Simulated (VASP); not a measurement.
# SnO2 (R-3m) in VASP: further runs

SnO2 is run at these levels: PBEsol; tasks: single point.

All numbers are computed with VASP 6.6.1; they aren't measurements. Logs are shortened: lines on timing, memory, paths and dates and some standing lists are left out, and cuts for length are marked.

### 1 The cell of the first run

Symmetry: R-3m, No. 166, trigonal system. The conventional cell has a = 3.239 Å, b = 3.239 Å, c = 13.348 Å, α = 90.00°, β = 90.00°, γ = 120.00°. Within 2.7 Å of Sn (site symmetry -3m) lie 6 O at 2.05 Å. O (site symmetry 3m) has 3 Sn at 2.05 Å and 3 O at 2.50 Å within 2.7 Å.

### 2 Single point, PBEsol

INCAR reads:

```
  ALGO = Normal
  EDIFF = 1E-6
  ENCUT = 520
  GGA = PS
  ISIF = 2
  ISMEAR = 0
  LASPH = T
  LCHARG = F
  LREAL = F
  LWAVE = F
  NBANDS = 20
  NELM = 80
  PREC = Accurate
  SIGMA = 0.05
```

KPOINTS reads:

```
k-points
0
Gamma
  12 12 12
```

POSCAR reads:

```
SnO2
1.0
    1.6195307937      0.9350365397      4.4491903378
   -1.6195307937      0.9350365397      4.4491903378
    0.0000000000     -1.8700730794      4.4491903378
Sn O
1 2
Direct
    0.5000000000      0.5000000000      0.5000000000
    0.2287404228      0.2287404228      0.2287404228
    0.7712595772      0.7712595772      0.7712595772
```

Potentials or basis: VASP PAW PBE potentials, release 64 (Sn_d, O).

Command:

```bash
$ cat potpaw_PBE.64/Sn_d/POTCAR potpaw_PBE.64/O/POTCAR > POTCAR
$ mpirun -np 1 vasp_std > vasp.out
```

OUTCAR:

```text
EDIFF = 1E-6
   ENCUT = 520
   GGA = PS
   ISIF = 2
   ISMEAR = 0
   LASPH = T
   LREAL = F
   NELM = 80
   PREC = Accurate

 ion  position               nearest neighbor table
   1  0.500  0.500  0.500-   2 2.05   3 2.05   2 2.05   2 2.05   3 2.05   3 2.05
   2  0.229  0.229  0.229-   1 2.05   1 2.05   1 2.05
   3  0.771  0.771  0.771-   1 2.05   1 2.05   1 2.05

  LATTYP: Found a trigonal (rhomboedric) cell.
 ALAT       =     4.8262270962
 COS(alpha) =     0.7747872837

  Lattice vectors:

 A1 = (   1.6195307937,   0.9350365397,   4.4491903378)
 A2 = (  -1.6195307937,   0.9350365397,   4.4491903378)
 A3 = (   0.0000000000,  -1.8700730794,   4.4491903378)

Analysis of symmetry for initial positions (statically):
=====================================================================
 Subroutine PRICEL returns:
 Original cell was already a primitive cell.

 Routine SETGRP: Setting up the symmetry group for a
 trigonal (rhombohedral) supercell.

 Subroutine GETGRP returns: Found 12 space group operations
 (whereof 12 operations were pure point group operations)
 out of a pool of 12 trial point group operations.

The static configuration has the point symmetry D_3d.

Analysis of symmetry for dynamics (positions and initial velocities):
=====================================================================
 Subroutine PRICEL returns:
 Original cell was already a primitive cell.

 Routine SETGRP: Setting up the symmetry group for a
 trigonal (rhombohedral) supercell.

 Subroutine GETGRP returns: Found 12 space group operations
 (whereof 12 operations were pure point group operations)
 out of a pool of 12 trial point group operations.

The dynamic configuration has the point symmetry D_3d.

 Subroutine INISYM returns: Found 12 space group operations
 (whereof 12 operations are pure point group operations),
 and found     1 'primitive' translations

----------------------------------------------------------------------------------------

                                     Primitive cell

  volume of cell :      40.4250

  direct lattice vectors                    reciprocal lattice vectors
     1.619530794  0.935036540  4.449190338     0.308731394  0.178246154  0.074919998
    -1.619530794  0.935036540  4.449190338    -0.308731394  0.178246154  0.074919998
     0.000000000 -1.870073079  4.449190338     0.000000000 -0.356492307  0.074919998

  length of vectors
     4.826227096  4.826227096  4.826227096     0.364279798  0.364279798  0.364279798

  position of ions in fractional coordinates (direct lattice)
     0.500000000  0.500000000  0.500000000
     0.228740423  0.228740423  0.228740423
     0.771259577  0.771259577  0.771259577

  ion indices of the primitive-cell ions
   primitive index   ion index
                 1           1
                 2           2
                 3           3

----------------------------------------------------------------------------------------

 KPOINTS: k-points

Automatic generation of k-mesh.
 Grid dimensions read from file:
 generate k-points for:   12   12   12

 Generating k-lattice:

  Cartesian coordinates                     Fractional coordinates (reciprocal lattice)
     0.025727616  0.014853846  0.006243333     0.083333333 -0.000000000 -0.000000000
    -0.025727616  0.014853846  0.006243333    -0.000000000  0.083333333 -0.000000000
     0.000000000 -0.029707692  0.006243333    -0.000000000 -0.000000000  0.083333333

  Length of vectors
     0.030356650  0.030356650  0.030356650

  Shift w.r.t. Gamma in fractional coordinates (k-lattice)
     0.000000000  0.000000000  0.000000000

 Subroutine IBZKPT returns following result:
 ===========================================

 Found    189 irreducible k-points:

 Following reciprocal coordinates:
            Coordinates               Weight
  0.000000  0.000000  0.000000      1.000000
  0.083333  0.000000  0.000000      6.000000
  0.166667  0.000000  0.000000      6.000000
  0.250000 -0.000000 -0.000000      6.000000
  0.333333 -0.000000  0.000000      6.000000
  0.416667  0.000000  0.000000      6.000000
[... 16 lines left out ...]
  0.500000  0.166667  0.000000     12.000000
 -0.416667  0.166667  0.000000     12.000000
 [... further k-points ...]
   k-points           NKPTS =    189   k-points in BZ     NKDIM =    189   number of bands    NBANDS=     20
   number of dos      NEDOS =    301   number of ions     NIONS =      3
   total plane-waves  NPLWV =  46656
   dimension x,y,z NGX =    36 NGY =   36 NGZ =   36
   dimension x,y,z NGXF=    72 NGYF=   72 NGZF=   72
   ions per type =               1   2
   NGX,Y,Z   is equivalent  to a cutoff of  12.40, 12.40, 12.40 a.u.
   NGXF,Y,Z  is equivalent  to a cutoff of  24.80, 24.80, 24.80 a.u.
 SYSTEM =  unknown system
   PREC   = accura    normal or accurate (medium, high low for compatibility)
   ISTART =      0    job   : 0-new  1-cont  2-samecut
   ICHARG =      2    charge: 1-file 2-atom 10-const
   ISPIN  =      1    spin polarized calculation?
   LNONCOLLINEAR =      F non collinear calculations
   LSORBIT =      F    spin-orbit coupling
   LASPH  =      T    aspherical Exc in radial PAW
   ENCUT  =  520.0 eV  38.22 Ry    6.18 a.u.   8.97  8.97  8.97*2*pi/ulx,y,z
   NELM   =     80;   NELMIN=  2; NELMDL= -5     # of ELM steps
   EDIFF  = 0.1E-05   stopping-criterion for ELM
   LREAL  =      F    real-space projection
   EDIFFG = 0.1E-04   stopping-criterion for IOM
   NSW    =      0    number of steps for IOM
   IBRION =     -1    ionic relax: 0-MD 1-quasi-New 2-CG
   NFREE  =      0    steps in history (QN), initial steepest desc. (CG)
   ISIF   =      2    stress and relaxation
   ISYM   =      2    0-nonsym 1-usesym 2-fastsym
   POTIM  = 0.5000    time-step for ionic-motion
   TEBEG  =    0.0;   TEEND  =   0.0 temperature during run
   PSTRESS=    0.0 pullay stress
   NELECT =      26.0000    total number of electrons
   NUPDOWN=      -1.0000    fix difference up-down
   EMIN   =  10.00;   EMAX   =-10.00  energy-range for DOS
   EFERMI =   0.00;   METHOD = LEGACY
   ISMEAR =     0;   SIGMA  =   0.05  broadening in eV -4-tet -1-fermi 0-gaus
   EFERMI_NEDOS =   21; number of points for ismear=-14 and -15
   IALGO  =     38    algorithm
   IMIX   =      4    mixing-type and parameters
     AMIX     =   0.40;   BMIX     =  1.00
     AMIX_MAG =   1.60;   BMIX_MAG =  1.00
  volume/ion in A,a.u.               =      13.48        90.93
  Fermi-wavevector in a.u.,A,eV,Ry     =   1.413132  2.670431 27.170030  1.996941
  Thomas-Fermi vector in A             =   2.534809
   LORBIT       =      0    0 simple, 1 ext, 2 COOP (PROOUT), +10 PAW based schemes
   GGA     = PS    functional components
   LHFCALC =     F    Hartree Fock is set to
   AEXX    =    0.0000 exact exchange contribution
   IVDW    =     0    specifies the selected vdW correction
   LEPSILON=     F    determine dielectric tensor
   LRPA    =     F    only Hartree local field effects (RPA)
 non-spin polarized calculation
 Gauss-broadening in eV      SIGMA  =   0.05
  energy-cutoff  :      520.00
  volume of cell :       40.43
 maximum number of plane-waves:      1108
   NGX = 17   NGY = 17   NGZ = 17

 number of electron      26.0000003 magnetization

 Free energy of the ion-electron system (eV)
  ---------------------------------------------------
  ext. energy  EPLUGINS =         0.00000000
  ---------------------------------------------------
  free energy    TOTEN  =       -18.97969773 eV

  energy without entropy =      -18.97969773  energy(sigma->0) =      -18.97969773

 E-fermi :   4.4493     XC(G=0): -10.5548

 val. band max:        4.1449744122   @ k =  -0.2500   0.2500   0.0000
 cond. band min:       6.1621235676   @ k =   0.0000   0.0000   0.0000
 fundamental gap:      2.0171491554
 Fermi energy:         4.4492974657

 k-point     1 :       0.0000    0.0000    0.0000
  band No.  band energies     occupation
      1     -16.2102      2.00000
      2     -15.5128      2.00000
      3     -15.5128      2.00000
      4     -15.2404      2.00000
      5     -15.2404      2.00000
      6     -14.0521      2.00000
[... 12 lines left out ...]
     19      21.4840      0.00000
     20      21.4840      0.00000

 k-point     2 :       0.0833    0.0000    0.0000
  band No.  band energies     occupation
      1     -16.1538      2.00000
      2     -15.5940      2.00000
      3     -15.4972      2.00000
      4     -15.2510      2.00000
      5     -15.2388      2.00000
      6     -14.0264      2.00000
[... 12 lines left out ...]
     19      20.1408      0.00000
     20      21.4716      0.00000

 k-point     3 :       0.1667    0.0000    0.0000
  band No.  band energies     occupation
      1     -16.0380      2.00000
      2     -15.7606      2.00000
      3     -15.4590      2.00000
      4     -15.2735      2.00000
      5     -15.2290      2.00000
      6     -13.9381      2.00000
[... 12 lines left out ...]
     19      18.9562      0.00000
     20      21.4602      0.00000

 k-point     4 :       0.2500   -0.0000   -0.0000
  band No.  band energies     occupation
      1     -16.1515      2.00000
      2     -15.6872      2.00000
      3     -15.4221      2.00000
      4     -15.2965      2.00000
      5     -15.1989      2.00000
      6     -13.7680      2.00000
[... 12 lines left out ...]
     19      18.1900      0.00000
     20      21.5143      0.00000

 k-point     5 :       0.3333   -0.0000    0.0000
  band No.  band energies     occupation
      1     -16.3649      2.00000
      2     -15.5116      2.00000
      3     -15.4045      2.00000
      4     -15.3019      2.00000
      5     -15.1477      2.00000
      6     -13.5180      2.00000
[... 12 lines left out ...]
     19      17.9646      0.00000
     20      20.1931      0.00000
[... 353 lines left out ...]
      6     -13.5499      2.00000
[... 12 lines left out ...]
     19      17.5070      0.00000
     20      20.4199      0.00000

 k-point    22 :       0.4167    0.1667    0.0000
  band No.  band energies     occupation
      1     -16.2734      2.00000
      2     -15.7529      2.00000
      3     -15.3727      2.00000
      4     -15.3083      2.00000
      5     -15.1511      2.00000
      6     -13.1579      2.00000
[... 12 lines left out ...]
     19      18.0544      0.00000
     20      19.5287      0.00000

 k-point    23 :       0.5000    0.1667    0.0000
  band No.  band energies     occupation
      1     -16.3901      2.00000
      2     -15.6981      2.00000
      3     -15.3768      2.00000
      4     -15.2777      2.00000
      5     -15.1586      2.00000
      6     -12.7562      2.00000
[... 12 lines left out ...]
     19      18.4710      0.00000
     20      18.9465      0.00000

 k-point    24 :      -0.4167    0.1667    0.0000
  band No.  band energies     occupation
      1     -16.4315      2.00000
      2     -15.6792      2.00000
      3     -15.3813      2.00000
      4     -15.2453      2.00000
      5     -15.1801      2.00000
      6     -12.5773      2.00000
[... 12 lines left out ...]
     19      18.3363      0.00000
     20      18.6844      0.00000

 [... further k-points ...]

------------------------ aborting loop because EDIFF is reached ----------------------------------------

  FORCE on cell =-STRESS in cart. coord.  units (eV):
  Direction    XX          YY          ZZ          XY          YZ          ZX
  --------------------------------------------------------------------------------------
  -------------------------------------------------------------------------------------
  Total        3.2341023      3.2341023      3.2723612      0.0000000      0.0000000      0.0000000
  in kB      128.1782393    128.1782393    129.6945670      0.0000000      0.0000000      0.0000000
  external PRESSURE =     128.6836819 kB  Pullay stress =       0.0000000 kB

 VOLUME and BASIS-vectors are now :
 -----------------------------------------------------------------------------
  energy-cutoff  :      520.00
  volume of cell :       40.43
      direct lattice vectors                 reciprocal lattice vectors
     1.619530794  0.935036540  4.449190338     0.308731394  0.178246154  0.074919998
    -1.619530794  0.935036540  4.449190338    -0.308731394  0.178246154  0.074919998
     0.000000000 -1.870073079  4.449190338     0.000000000 -0.356492307  0.074919998

 POSITION                                       TOTAL-FORCE (eV/Angst)
 -----------------------------------------------------------------------------------
      0.00000      0.00000      6.67379         0.000000      0.000000      0.000000
      0.00000      0.00000      3.05313        -0.000000     -0.000000      2.259066
      0.00000      0.00000     10.29444        -0.000000      0.000000     -2.259066
 -----------------------------------------------------------------------------------
    total drift:                                0.000000     -0.000000      0.000000

  FREE ENERGIE OF THE ION-ELECTRON SYSTEM (eV)
  ---------------------------------------------------
  free  energy   TOTEN  =       -18.9796977266 eV

  energy  without entropy=      -18.9796977266  energy(sigma->0) =      -18.97969773
```

Run time: 2.4 min. Hardware: 1 thread of Intel Xeon Platinum 8375C at 2.90GHz (Ice Lake), shared host; peak memory 0.3 GiB.

Results:

* Free energy: -18.9797 eV
* Pressure: 12.9 GPa
* Largest force: 2.259 eV/Å
* Band gap on the k mesh: 2.02 eV, indirect (least direct gap 2.59 eV)

Forces on the atoms (eV/Å):
```
Sn   0.000  0.000  0.000
O    0.000  0.000  2.259
O    0.000  0.000 -2.259
```

Stress tensor (GPa, compression positive):
```
12.82  0.00  0.00
 0.00 12.82  0.00
 0.00  0.00 12.97
```

Levels at points of the mesh, in eV from the valence-band top:
| k point | band 10 | band 11 | band 12 | band 13 | band 14 | band 15 | band 16 | band 17 |
| --- | --- | --- | --- | --- | --- | --- | --- | --- |
| (0.00, 0.00, 0.00) | -1.69 | -1.34 | -1.34 | -0.57 | 2.02 | 6.15 | 11.06 | 11.06 |
| (0.50, 0.00, 0.00) | -3.97 | -1.24 | -0.72 | -0.49 | 6.15 | 8.12 | 9.35 | 12.43 |
| (0.50, 0.50, 0.00) | -4.06 | -0.81 | -0.34 | -0.12 | 5.84 | 6.98 | 10.37 | 11.40 |
| (0.50, 0.50, 0.50) | -1.77 | -1.77 | -1.30 | -1.30 | 3.48 | 6.09 | 11.37 | 11.37 |

Caveat: the PAW data sets were made with another functional, which shifts forces and pressure a little; spin-orbit coupling is left out, which moves the levels of the heavy elements. PBEsol gaps usually lie below the measured ones, often by a third to a half.

### 3 Single point, PBEsol

This run uses another cell than the first one, of 13.82 Å³/atom, 1.026 times its volume.

INCAR reads:

```
SYSTEM = SnO2
ALGO = Normal
EDIFF = 1E-6
ENCUT = 520
GGA = PS
ISIF = 2
ISMEAR = 0
LASPH = .TRUE.
LCHARG = .FALSE.
LREAL = .FALSE.
LWAVE = .FALSE.
NBANDS = 20
NELM = 100
PREC = Accurate
SIGMA = 0.05
```

KPOINTS reads:

```
k-points
0
G
  12 12 12
  0 0 0
```

POSCAR reads:

```
SnO2
1.0
    1.6334330255      0.9430629970      4.4873826809
   -1.6334330255      0.9430629970      4.4873826809
    0.0000000000     -1.8861259940      4.4873826809
Sn O
1 2
Direct
    0.5000000000      0.5000000000      0.5000000000
    0.2223917300      0.2223917300      0.2223917300
    0.7776082700      0.7776082700      0.7776082700
```

Potentials or basis: VASP PAW PBE potentials, release 64 (Sn_d, O).

Command:

```bash
$ cat potpaw_PBE.64/Sn_d/POTCAR potpaw_PBE.64/O/POTCAR > POTCAR
$ mpirun -np 1 vasp_std > vasp.out
```

It took 2.3 min on 1 thread of Intel Xeon Platinum 8375C at 2.90GHz (Ice Lake), shared host; peak memory 0.3 GiB.

The run converged. Its results:

```
Free energy            : -18.6173 eV
Pressure               : 17.2 GPa
Largest force          : 3.167 eV/Å
Band gap on the k mesh : 1.89 eV, indirect (least direct gap 2.89 eV)
```

Forces in eV/Å, atoms in the order of the input:
```
Sn   0.000  0.000  0.000
O    0.000  0.000  3.167
O    0.000  0.000 -3.167
```

Stress tensor (GPa, compression positive):
```
17.72  0.00  0.00
 0.00 17.72  0.00
 0.00  0.00 16.29
```

Levels at points of the mesh, in eV from the valence-band top:
| k point | band 11 | band 12 | band 13 | band 14 | band 15 | band 16 |
| --- | --- | --- | --- | --- | --- | --- |
| (0.00, 0.00, 0.00) | -1.57 | -1.57 | -1.00 | 1.89 | 6.39 | 10.77 |
| (0.50, 0.00, 0.00) | -1.00 | -0.78 | -0.36 | 6.23 | 7.80 | 8.99 |
| (0.50, 0.50, 0.00) | -0.64 | -0.30 | -0.24 | 6.02 | 6.69 | 9.76 |
| (0.50, 0.50, 0.50) | -1.87 | -1.54 | -1.54 | 3.26 | 6.04 | 11.31 |

Caveat: the PAW data sets were made with another functional, which shifts forces and pressure a little; spin-orbit coupling is left out, which moves the levels of the heavy elements. A k mesh can miss the band edges.
